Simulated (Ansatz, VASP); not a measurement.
## One calculation of ZrCo3C2, two programs

```
CELL_PARAMETERS angstrom
2.41776 4.18769 0.00000
-2.41776 4.18769 0.00000
0.00000 0.00000 3.02581
ATOMIC_POSITIONS crystal
Zr 0.00000 0.00000 0.00000
Co 0.50000 0.50000 0.50000
Co 0.50000 0.00000 0.50000
Co 0.00000 0.50000 0.50000
C 0.33330 0.33340 0.00000
C 0.66660 0.66670 0.00000
```

Alike in both runs: task single point; functional r2SCAN; k mesh 8 × 8 × 11; occupations gaussian, width 0.0871 eV; no spin polarisation.

|  | VASP | Ansatz |
| --- | --- | --- |
| version | VASP 6.6.1 | Ansatz 0.2.0 |
| potentials or method | VASP PAW PBE potentials, release 64 (Zr_sv, Co, C), cutoff 520 eV | PAW plane waves |
| valence electrons in the cell | 47 | 71 |

```tsv
	VASP	Ansatz	Ansatz less VASP
pressure (GPa)	-13.4	-13.9	-0.45
traceless stress, the component that is largest in VASP (GPa)	-8.38	-8.56	-0.186
```

VASP's potentials were made for PBE, not for r2SCAN. VASP's potentials hold 47 valence electrons a cell and Ansatz's 71, so a difference there can come from the potentials and not from the codes. Ansatz's warnings: structure snapped to symmetry.
